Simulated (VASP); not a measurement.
NiSb: single point with PBE

The system is NiSb.

```
CELL_PARAMETERS angstrom
3.92800 0.00000 0.00000
-1.96400 3.40175 0.00000
0.00000 0.00000 5.12000
ATOMIC_POSITIONS crystal
Ni 0.00000 0.00000 0.00000
Ni 0.00000 0.00000 0.50000
Sb 0.33333 0.66667 0.25000
Sb 0.66667 0.33333 0.75000
```

```json
{
  "Program": "VASP 6.6.1",
  "Task": "single point",
  "Functional": "PBE",
  "Potentials or basis": "VASP PAW PBE potentials, release 64 (Ni, Sb)",
  "Cutoff": "520 eV",
  "k mesh": "10 × 10 × 7",
  "Occupations": "fermi-dirac, width 0.05 eV",
  "Spin": "collinear spin, ferromagnetic start",
  "Starting moments": "[0.5, 0.5, 0.0, 0.0] μB",
  "Fixed moment": "1 μB"
}
```

* Pressure: 4.8 GPa
* Net moment: 1.00 μB per cell
* Site moments: Ni +0.34; Sb +0.08 μB
* Valence electrons inside the program's atomic spheres: Ni 9.39; Sb 2.44

Stress tensor (GPa, compression positive):
```
5.51 0.00 0.00
0.00 5.51 0.00
0.00 0.00 3.32
```

Run time: 110 s on 1 thread of Intel(R) Xeon(R) 6975P-C (Granite Rapids), with other jobs on the host, peak memory 0.31 GiB.

Caveat: the cell stands under pressure; the total moment is fixed, so each spin has its own Fermi level and the state may be an excited one.
